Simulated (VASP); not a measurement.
Here is a VASP 6.6.1 calculation.

File POSCAR:

```
MoSe
1.0
    4.0050742913      0.0000000000      0.0000000000
   -2.0025371456      3.4684960803      0.0000000000
    0.0000000000      0.0000000000      6.8191364434
Mo Se
2 2
Direct
    0.0000000000      0.0000000000      0.0000000000
    0.0000000000      0.0000000000      0.5000000000
    0.3333333333      0.6666666667      0.2500000000
    0.6666666667      0.3333333333      0.7500000000
```

Contents of INCAR.step1:

```
SYSTEM = MoSe
  PREC = Accurate
  ENCUT = 520
  ISMEAR = 0
  SIGMA = 0.1
  LREAL = .False.
  LASPH = .True.
  NELM = 150
  ISPIN = 2
  MAGMOM = 3.5 3.5 0 0
  LMAXMIX = 4
  LDAU = .True.
  LDAUTYPE = 2
  LDAUL = 2 -1
  LDAUU = 4.38 0
  LDAUJ = 0 0
  NBANDS = 32
  GGA = PE
  ALGO = Normal
  EDIFF = 1E-4
  LWAVE = .True.
  LCHARG = .False.
```

Contents of INCAR.step2:

```
SYSTEM = MoSe
  PREC = Accurate
  ENCUT = 520
  EDIFF = 1E-6
  ISMEAR = 0
  SIGMA = 0.1
  LREAL = .False.
  LASPH = .True.
  NELM = 150
  ALGO = Normal
  ISIF = 2
  LWAVE = .False.
  LCHARG = .False.
  ISPIN = 2
  MAGMOM = 3.5 3.5 0 0
  LORBIT = 11
  LMAXMIX = 4
  LDAU = .True.
  LDAUTYPE = 2
  LDAUL = 2 -1
  LDAUU = 4.38 0
  LDAUJ = 0 0
  LDAUPRINT = 1
  METAGGA = R2SCAN
  LMIXTAU = .True.
  NBANDS = 32
  ISTART = 1
```

File KPOINTS:

```
regular mesh
0
Gamma
  12 12 6
  0 0 0
```

Potentials or basis: VASP PAW PBE potentials, release 64 (Mo_sv, Se).

Launch:

```sh
$ cat potpaw_PBE.64/Mo_sv/POTCAR potpaw_PBE.64/Se/POTCAR > POTCAR
$ cp INCAR.step1 INCAR
$ mpirun -np 1 vasp_std > vasp.out
$ cp INCAR.step2 INCAR
$ mpirun -np 1 vasp_std > vasp.out
```

Question: Predict the site moments.

Answer: Mo +3.69; Se -0.14 μB.

Question: Estimate the pressure.

Answer: -1.2 GPa.

Stress tensor (GPa, compression positive):
```
-1.29  0.00  0.00
 0.00 -1.29  0.00
 0.00  0.00 -1.01
```

Caveat: the PAW data sets were made with another functional, which shifts forces and pressure a little.
